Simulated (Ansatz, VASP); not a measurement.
## One calculation of Sn, two programs

Contents of POSCAR:

```
Sn
1.0
   -1.8625328716      1.8625328716      1.8625328716
    1.8625328716     -1.8625328716      1.8625328716
    1.8625328716      1.8625328716     -1.8625328716
Sn
1
Direct
    0.0000000000      0.0000000000      0.0000000000
```

INCAR.step1

```
SYSTEM = Sn
ALGO = Normal ; EDIFF = 1E-4
ENCUT = 520 ; GGA = PE
ISMEAR = -1 ; LASPH = .True.
LCHARG = .False. ; LREAL = .False.
LWAVE = .True. ; NBANDS = 13
NELM = 100 ; PREC = Accurate
SIGMA = 0.08
```

The input INCAR.step2:

```
SYSTEM = Sn
ALGO = Normal ; EDIFF = 1E-8
ENCUT = 520 ; ISIF = 2
ISMEAR = -1 ; ISTART = 1
LASPH = .True. ; LCHARG = .False.
LEFG = .True. ; LMIXTAU = .True.
LREAL = .False. ; LWAVE = .False.
METAGGA = R2SCAN ; NBANDS = 13
NELM = 100 ; PREC = Accurate
SIGMA = 0.08
```

File KPOINTS:

```
k-points
0
Gamma
  14 14 14
  0 0 0
```

Input for Ansatz:

```yaml
crystal:
  lattice:
    - [-1.8625328716, 1.8625328716, 1.8625328716]
    - [1.8625328716, -1.8625328716, 1.8625328716]
    - [1.8625328716, 1.8625328716, -1.8625328716]
  atoms:
    - { symbol: Sn, position: [0.0, 0.0, 0.0] }
kpoints:
  mp_grid: { grid: [14, 14, 14] }
scf:
  occupations: { method: fermi_dirac, width: 0.08 }
hamiltonian:
  xc: r2scan
  pseudopotentials: { kind: paw }
output:
  forces: true
  stress: true
  eigenvalues: true
  efg: { contact_densities: true }
```

Change from the starting cell: volume scaled by 0.95, PAW files.

Alike in both runs: task electric field gradients; functional r2SCAN; k mesh 14 × 14 × 14; occupations fermi-dirac, width 0.08 eV; no spin polarisation.

```csv
,VASP,Ansatz
version,VASP 6.6.1,Ansatz 0.2.0
potentials or method,"VASP PAW PBE potentials, release 64 (Sn_d)","PAW with Ansatz's default frozen-core files, scalar-relativistic"
plane-wave cutoff (eV),520,500
valence electrons in the cell,14,14
```

```csv
,VASP,Ansatz,Ansatz less VASP
pressure (GPa),2.3,2.3,-0.01
```

VASP's potentials were made for PBE, not for r2SCAN. The functional is the same, so the differences come from potentials, cutoffs and numerics.
